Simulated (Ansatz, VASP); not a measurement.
**BP3 in VASP and in Ansatz**

```
B P
1.0
     3.70210    0.00000    0.00000
     0.00000    3.70210    0.00000
     0.00000    0.00000    3.70210
B P
1 3
Direct
  0.00000 0.00000 0.00000
  0.00000 0.50000 0.50000
  0.50000 0.00000 0.50000
  0.50000 0.50000 0.00000
```

Alike in both runs: task relaxation of cell and atoms; functional PBE; k mesh 6 × 6 × 6; occupations gaussian, width 0.1 eV; no spin polarisation.

```csv
,VASP,Ansatz
version,VASP 6.6.1,Ansatz 0.2.0
potentials or method,"VASP PAW PBE potentials, release 64 (B, P), cutoff 600 eV","scalar-relativistic, plane waves, PAW"
valence electrons in the cell,18,18
```

Ansatz gave:

| Property | Result |
| --- | --- |
| gap on the k mesh at the Fermi level, each at its own relaxed structure (eV) | none |
| relaxed volume (Å³/atom) | 12.59 |
| relaxed cell length with the largest relative difference (Å) | 3.693 |

Task: Estimate VASP's values.

Result: gap on the k mesh at the Fermi level, each at its own relaxed structure (eV): none; relaxed volume (Å³/atom): 12.51; relaxed cell length with the largest relative difference (Å): 3.685.

A gap of «none» marks a metal or a gap that the smearing closes.
